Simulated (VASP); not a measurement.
# Ni (Fm-3m) in VASP: settings compared

Ni is run at these levels: PBEsol, PBE; tasks: single point.

Everything below comes from runs of VASP 6.6.1. Logs are shortened: lines on timing, memory, paths and dates and some standing lists are left out, and cuts for length are marked.

## (1) The cell of the first run

The structure is cubic, space group Fm-3m (No. 225). Conventional cell: a = 3.475 Å, b = 3.475 Å, c = 3.475 Å, α = 90.00°, β = 90.00°, γ = 90.00°. Within 3.2 Å of Ni (site symmetry m-3m) lie 12 Ni at 2.46 Å.

## (2) Single point, PBEsol, collinear spin, ferromagnetic start

INCAR

```
PREC     = Accurate       # precision mode
ENCUT    = 590            # plane-wave cutoff, eV
EDIFF    = 1E-6           # SCF threshold, eV
ISMEAR   = -1             # smearing method
SIGMA    = 0.05           # smearing width, eV
LREAL    = F              # projectors in reciprocal space
LASPH    = T              # aspherical terms in the spheres
NELM     = 200            # most SCF steps
ALGO     = Normal         # electronic algorithm
ISIF     = 2              # what is computed and relaxed
LWAVE    = F              # write WAVECAR
LCHARG   = F              # write CHGCAR
ISPIN    = 2              # spin polarisation
MAGMOM   = 0.8            # initial moments
LORBIT   = 11             # projections on sites
NUPDOWN  = 0.8            # fixed moment
LMAXMIX  = 4              # l up to which the mixer works
GGA      = PS             # functional
NBANDS   = 19             # bands
GGA_COMPAT= F
```

KPOINTS

```
regular mesh
0
Gamma
  11 11 11
```

POSCAR

```
Ni
1.0
    0.0000000000      1.7375729330      1.7375729330
    1.7375729330      0.0000000000      1.7375729330
    1.7375729330      1.7375729330      0.0000000000
Ni
1
Direct
    0.0000000000      0.0000000000      0.0000000000
```

Potentials or basis: VASP PAW PBE potentials, release 64 (Ni_sv_GW).

On the command line:

```
cat potpaw_PBE.64/Ni_sv_GW/POTCAR > POTCAR
mpirun -np 1 vasp_std > vasp.out
```

OUTCAR:

```text
PREC = Accurate
   ENCUT = 590
   EDIFF = 1E-6
   ISMEAR = -1
   LREAL = F
   LASPH = T
   NELM = 200
   ISIF = 2
   ISPIN = 2
   LORBIT = 11
   NUPDOWN = 0.8
   GGA = PS

 ion  position               nearest neighbor table
   1  0.000  0.000  0.000-

  LATTYP: Found a face centered cubic cell.
 ALAT       =     3.4751458660

  Lattice vectors:

 A1 = (   0.0000000000,   1.7375729330,   1.7375729330)
 A2 = (   1.7375729330,   0.0000000000,   1.7375729330)
 A3 = (   1.7375729330,   1.7375729330,   0.0000000000)

Analysis of symmetry for initial positions (statically):
=====================================================================
 Subroutine PRICEL returns:
 Original cell was already a primitive cell.

 Routine SETGRP: Setting up the symmetry group for a
 face centered cubic supercell.

 Subroutine GETGRP returns: Found 48 space group operations
 (whereof 48 operations were pure point group operations)
 out of a pool of 48 trial point group operations.

The static configuration has the point symmetry O_h .

Analysis of symmetry for dynamics (positions and initial velocities):
=====================================================================
 Subroutine PRICEL returns:
 Original cell was already a primitive cell.

 Routine SETGRP: Setting up the symmetry group for a
 face centered cubic supercell.

 Subroutine GETGRP returns: Found 48 space group operations
 (whereof 48 operations were pure point group operations)
 out of a pool of 48 trial point group operations.

The dynamic configuration has the point symmetry O_h .

Analysis of structural, dynamic, and magnetic symmetry:
=====================================================================
 Subroutine PRICEL returns:
 Original cell was already a primitive cell.

 Routine SETGRP: Setting up the symmetry group for a
 face centered cubic supercell.

 Subroutine GETGRP returns: Found 48 space group operations
 (whereof 48 operations were pure point group operations)
 out of a pool of 48 trial point group operations.

The overall configuration has the point symmetry O_h .

 Subroutine INISYM returns: Found 48 space group operations
 (whereof 48 operations are pure point group operations),
 and found     1 'primitive' translations

----------------------------------------------------------------------------------------

                                     Primitive cell

  volume of cell :      10.4920

  direct lattice vectors                    reciprocal lattice vectors
     0.000000000  1.737572933  1.737572933    -0.287757705  0.287757705  0.287757705
     1.737572933  0.000000000  1.737572933     0.287757705 -0.287757705  0.287757705
     1.737572933  1.737572933  0.000000000     0.287757705  0.287757705 -0.287757705

  length of vectors
     2.457299207  2.457299207  2.457299207     0.498410966  0.498410966  0.498410966

  position of ions in fractional coordinates (direct lattice)
     0.000000000  0.000000000  0.000000000

  ion indices of the primitive-cell ions
   primitive index   ion index
                 1           1

----------------------------------------------------------------------------------------

 KPOINTS: regular mesh

Automatic generation of k-mesh.
 Grid dimensions read from file:
 generate k-points for:   11   11   11

 Generating k-lattice:

  Cartesian coordinates                     Fractional coordinates (reciprocal lattice)
    -0.026159791  0.026159791  0.026159791     0.090909091  0.000000000  0.000000000
     0.026159791 -0.026159791  0.026159791     0.000000000  0.090909091  0.000000000
     0.026159791  0.026159791 -0.026159791     0.000000000  0.000000000  0.090909091

  Length of vectors
     0.045310088  0.045310088  0.045310088

  Shift w.r.t. Gamma in fractional coordinates (k-lattice)
     0.000000000  0.000000000  0.000000000

 Subroutine IBZKPT returns following result:
 ===========================================

 Found     56 irreducible k-points:

 Following reciprocal coordinates:
            Coordinates               Weight
  0.000000  0.000000  0.000000      1.000000
  0.090909  0.000000  0.000000      8.000000
  0.181818  0.000000  0.000000      8.000000
  0.272727  0.000000  0.000000      8.000000
  0.363636  0.000000  0.000000      8.000000
  0.454545  0.000000  0.000000      8.000000
[... 16 lines left out ...]
 -0.272727  0.181818  0.000000     24.000000
 -0.181818  0.181818  0.000000     12.000000
 [... further k-points ...]
   k-points           NKPTS =     56   k-points in BZ     NKDIM =     56   number of bands    NBANDS=     19
   number of dos      NEDOS =    301   number of ions     NIONS =      1
   total plane-waves  NPLWV =   8000
   dimension x,y,z NGX =    20 NGY =   20 NGZ =   20
   dimension x,y,z NGXF=    40 NGYF=   40 NGZF=   40
   ions per type =               1
   NGX,Y,Z   is equivalent  to a cutoff of  13.53, 13.53, 13.53 a.u.
   NGXF,Y,Z  is equivalent  to a cutoff of  27.06, 27.06, 27.06 a.u.
 SYSTEM =  unknown system
   PREC   = accura    normal or accurate (medium, high low for compatibility)
   ISTART =      0    job   : 0-new  1-cont  2-samecut
   ICHARG =      2    charge: 1-file 2-atom 10-const
   ISPIN  =      2    spin polarized calculation?
   LNONCOLLINEAR =      F non collinear calculations
   LSORBIT =      F    spin-orbit coupling
   LASPH  =      T    aspherical Exc in radial PAW
   ENCUT  =  590.0 eV  43.36 Ry    6.59 a.u.   4.87  4.87  4.87*2*pi/ulx,y,z
   NELM   =    200;   NELMIN=  2; NELMDL= -5     # of ELM steps
   EDIFF  = 0.1E-05   stopping-criterion for ELM
   LREAL  =      F    real-space projection
   EDIFFG = 0.1E-04   stopping-criterion for IOM
   NSW    =      0    number of steps for IOM
   IBRION =     -1    ionic relax: 0-MD 1-quasi-New 2-CG
   NFREE  =      0    steps in history (QN), initial steepest desc. (CG)
   ISIF   =      2    stress and relaxation
   ISYM   =      2    0-nonsym 1-usesym 2-fastsym
   POTIM  = 0.5000    time-step for ionic-motion
   TEBEG  =    0.0;   TEEND  =   0.0 temperature during run
   PSTRESS=    0.0 pullay stress
   NELECT =      18.0000    total number of electrons
   NUPDOWN=       0.8000    fix difference up-down
   EMIN   =  10.00;   EMAX   =-10.00  energy-range for DOS
   EFERMI =   0.00;   METHOD = LEGACY
   ISMEAR =    -1;   SIGMA  =   0.05  broadening in eV -4-tet -1-fermi 0-gaus
   EFERMI_NEDOS =   21; number of points for ismear=-14 and -15
   IALGO  =     38    algorithm
   IMIX   =      4    mixing-type and parameters
     AMIX     =   0.40;   BMIX     =  1.00
     AMIX_MAG =   1.60;   BMIX_MAG =  1.00
  volume/ion in A,a.u.               =      10.49        70.80
  Fermi-wavevector in a.u.,A,eV,Ry     =   1.959804  3.703492 52.257684  3.840831
  Thomas-Fermi vector in A             =   2.985109
   LORBIT       =     11    0 simple, 1 ext, 2 COOP (PROOUT), +10 PAW based schemes
   GGA     = PS    functional components
   LHFCALC =     F    Hartree Fock is set to
   AEXX    =    0.0000 exact exchange contribution
   IVDW    =     0    specifies the selected vdW correction
   LEPSILON=     F    determine dielectric tensor
   LRPA    =     F    only Hartree local field effects (RPA)
 spin polarized calculation
  energy-cutoff  :      590.00
  volume of cell :       10.49
 maximum number of plane-waves:       350
   NGX =  9   NGY =  9   NGZ =  9

 number of electron      18.0000011 magnetization       0.8000001

 Free energy of the ion-electron system (eV)
  ---------------------------------------------------
  ext. energy  EPLUGINS =         0.00000000
  ---------------------------------------------------
  free energy    TOTEN  =        -7.05189780 eV

  energy without entropy =       -7.03821303  energy(sigma->0) =       -7.04505541

 E-fermi :   8.1174     XC(G=0): -14.3207

 val. band max:        8.4188058562   @ k =  -0.1818   0.2727   0.0909
 cond. band min:       8.1342712450   @ k =   0.3636   0.0909   0.0000
 fundamental gap:     -0.2845346112
 Fermi energy:         8.5048860224

 spin component 1

 k-point     1 :       0.0000    0.0000    0.0000
  band No.  band energies     occupation
      1     -95.4326      1.00000
      2     -55.8157      1.00000
      3     -55.8157      1.00000
      4     -55.8157      1.00000
      5      -1.3108      1.00000
      6       5.4678      1.00000
[... 11 lines left out ...]
     18      42.1994      0.00000
     19      48.8647      0.00000

 k-point     2 :       0.0909    0.0000    0.0000
  band No.  band energies     occupation
      1     -95.4297      1.00000
      2     -55.8360      1.00000
      3     -55.8188      1.00000
      4     -55.8188      1.00000
      5      -0.9798      1.00000
      6       5.3814      1.00000
[... 476 lines left out ...]
 k-point    24 :      -0.1818    0.1818    0.0000
  band No.  band energies     occupation
      1     -95.4065      1.00000
      2     -55.9538      1.00000
      3     -55.8747      1.00000
      4     -55.8348      1.00000
      5       1.8311      1.00000
      6       4.8377      1.00000
[... 11 lines left out ...]
     18      46.8545      0.00000
     19      50.1230      0.00000

 [... further k-points ...]

 spin component 2

 k-point     1 :       0.0000    0.0000    0.0000
  band No.  band energies     occupation
      1     -94.4093      1.00000
      2     -54.8152      1.00000
      3     -54.8152      1.00000
      4     -54.8152      1.00000
      5      -1.2840      1.00000
      6       6.3608      1.00000
[... 11 lines left out ...]
     18      42.1223      0.00000
     19      49.1088      0.00000

 k-point     2 :       0.0909    0.0000    0.0000
  band No.  band energies     occupation
      1     -94.4063      1.00000
      2     -54.8364      1.00000
      3     -54.8184      1.00000
      4     -54.8184      1.00000
      5      -0.9523      1.00000
      6       6.2612      1.00000
[... 476 lines left out ...]
 k-point    24 :      -0.1818    0.1818    0.0000
  band No.  band energies     occupation
      1     -94.3823      1.00000
      2     -54.9592      1.00000
      3     -54.8766      1.00000
      4     -54.8349      1.00000
      5       1.9083      1.00000
      6       5.6357      1.00000
[... 11 lines left out ...]
     18      47.0678      0.00000
     19      50.1449      0.00000

 [... further k-points ...]
[... 5 lines left out ...]
  --------------------------------------------------------------------------------------
  -------------------------------------------------------------------------------------
  Total       -0.3160503     -0.3160503     -0.3160503     -0.0000000      0.0000000     -0.0000000
  in kB      -48.2622655    -48.2622655    -48.2622655     -0.0000000      0.0000000     -0.0000000
  external PRESSURE =     -48.2622655 kB  Pullay stress =       0.0000000 kB

 VOLUME and BASIS-vectors are now :
 -----------------------------------------------------------------------------
  energy-cutoff  :      590.00
  volume of cell :       10.49
      direct lattice vectors                 reciprocal lattice vectors
     0.000000000  1.737572933  1.737572933    -0.287757705  0.287757705  0.287757705
     1.737572933  0.000000000  1.737572933     0.287757705 -0.287757705  0.287757705
     1.737572933  1.737572933  0.000000000     0.287757705  0.287757705 -0.287757705

 POSITION                                       TOTAL-FORCE (eV/Angst)
 -----------------------------------------------------------------------------------
      0.00000      0.00000      0.00000         0.000000      0.000000      0.000000
 -----------------------------------------------------------------------------------
    total drift:                               -0.000000     -0.000000     -0.000000

  FREE ENERGIE OF THE ION-ELECTRON SYSTEM (eV)
  ---------------------------------------------------
  free  energy   TOTEN  =        -7.0518977990 eV

  energy  without entropy=       -7.0382130298  energy(sigma->0) =       -7.04505541

 total charge

# of ion       s       p       d       f       tot
--------------------------------------------------
    1        2.253   6.334   7.792   0.006  16.385

 magnetization (x)

# of ion       s       p       d       f       tot
--------------------------------------------------
    1        0.002  -0.010   0.839  -0.000   0.831
```

Wall time 30 s (1 thread of AMD EPYC 9R45 (Zen 5), shared host); peak memory 0.12 GiB.

Results:

```
Free energy                                           : -7.0519 eV
Pressure                                              : -4.8 GPa
Net moment                                            : 0.80 μB per cell
Site moments                                          : Ni +0.83 μB
Valence electrons inside the program's atomic spheres : Ni 16.39
```

Caveat: the PAW data sets were made with another functional, which shifts forces and pressure a little; the total moment is fixed, so each spin has its own Fermi level.

## (3) Single point, PBEsol, collinear spin, ferromagnetic start

INCAR

```
SYSTEM = Ni
PREC     = Accurate       ! precision mode
ENCUT    = 590            ! plane-wave cutoff, eV
EDIFF    = 1E-6           ! SCF threshold, eV
ISMEAR   = -1             ! smearing method
SIGMA    = 0.05           ! smearing width, eV
LREAL    = .FALSE.        ! projectors in reciprocal space
LASPH    = .TRUE.         ! aspherical terms in the spheres
NELM     = 200            ! most SCF steps
ALGO     = Normal         ! electronic algorithm
ISIF     = 2              ! what is computed and relaxed
LWAVE    = .FALSE.        ! write WAVECAR
LCHARG   = .TRUE.         ! write CHGCAR
ISPIN    = 2              ! spin polarisation
MAGMOM   = 0.5            ! initial moments
LORBIT   = 11             ! projections on sites
NUPDOWN  = 0.5            ! fixed moment
LMAXMIX  = 4              ! l up to which the mixer works
GGA      = PS             ! functional
LELF     = .TRUE.         ! ELF
LVHAR    = .TRUE.       
NBANDS   = 19             ! bands
GGA_COMPAT= .FALSE.
```

KPOINTS

```
Automatic mesh
0
G
  11 11 11
  0 0 0
```

POSCAR is that of step 2.

Potentials or basis: VASP PAW PBE potentials, release 64 (Ni_sv_GW).

On the command line:

```
cat potpaw_PBE.64/Ni_sv_GW/POTCAR > POTCAR
mpirun -np 1 vasp_std > vasp.out
```

Run time: 30 s. Hardware: 1 thread of Intel Xeon Platinum 8259CL at 2.50GHz (Skylake/Cascade Lake), shared host; peak memory 0.15 GiB.

Results (log left out):

* Free energy: -7.0704 eV
* Pressure: -6.9 GPa
* Net moment: 0.50 μB per cell
* Site moments: Ni +0.53 μB
* Valence electrons inside the program's atomic spheres: Ni 16.39

Caveat: the PAW data sets were made with another functional, which shifts forces and pressure a little; the total moment is fixed, so each spin has its own Fermi level.

## (4) Single point, PBEsol, collinear spin, ferromagnetic start

INCAR

```
SYSTEM = Ni
  ALGO = Normal
  EDIFF = 1E-6
  ENCUT = 590
  GGA = PS
  GGA_COMPAT = .FALSE.
  ISIF = 2
  ISMEAR = -1
  ISPIN = 2
  LASPH = .TRUE.
  LCHARG = .FALSE.
  LMAXMIX = 4
  LORBIT = 11
  LREAL = .FALSE.
  LWAVE = .FALSE.
  MAGMOM = 1.5
  NBANDS = 19
  NELM = 200
  NUPDOWN = 1.5
  PREC = Accurate
  SIGMA = 0.05
```

KPOINTS

```
k-points
0
G
  11 11 11
  0 0 0
```

POSCAR is that of step 3.

On the command line:

```
cat potpaw_PBE.64/Ni_sv_GW/POTCAR > POTCAR
mpirun -np 1 vasp_std > vasp.out
```

It took 35 s on 1 thread of AMD EPYC 7R13 (Zen 3), shared host; peak memory 0.12 GiB.

It converged, with:

- Free energy: -6.4685 eV
- Pressure: 6.5 GPa
- Net moment: 1.50 μB per cell
- Site moments: Ni +1.43 μB
- Valence electrons inside the program's atomic spheres: Ni 16.35

Caveat: the PAW data sets were made with another functional, which shifts forces and pressure a little; the total moment is fixed, so each spin has its own Fermi level.

[end of part 1 of 2]
